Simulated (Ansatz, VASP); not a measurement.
**Two plane-wave programs on Rh**

```
Rh
1.0
     2.73098    0.00000    0.00000
    -1.36549    2.36510    0.00000
     0.00000    0.00000    4.42849
Rh
2
Direct
  0.73009 0.46018 0.71613
  0.33333 0.66667 0.25000
```

Alike in both runs: task single point; functional PBEsol; k mesh 18 × 18 × 12; occupations gaussian, width 0.15 eV; no spin polarisation.

|  | VASP | Ansatz |
| --- | --- | --- |
| version | VASP 6.6.1 | Ansatz 0.2.0 |
| potentials or method | VASP PAW PBE potentials, release 64 (Rh_pv), cutoff 520 eV | scalar-relativistic, plane waves, PAW |
| valence electrons in the cell | 30 | 34 |

|  | VASP | Ansatz | Ansatz less VASP |
| --- | --- | --- | --- |
| gap on the k mesh at the Fermi level (eV) | none | none | - |
| pressure (GPa) | -8.1 | -8.2 | -0.12 |
| traceless stress, the component that is largest in VASP (GPa) | 4.62 | 4.61 | -0.015 |
| rms of the force components (eV/Å) | 1.034 | 1.030 | -0.0034 |

VASP's potentials were made for PBE, not for PBEsol. Atom by atom the forces differ by 0.004 eV/Å (rms over components). A gap of «none» marks a metal or a gap that the smearing closes. With one functional, cell and mesh, what is left measures potentials, basis and numerics. VASP's potentials hold 30 valence electrons a cell and Ansatz's 34, so a difference there can come from the potentials and not from the codes.
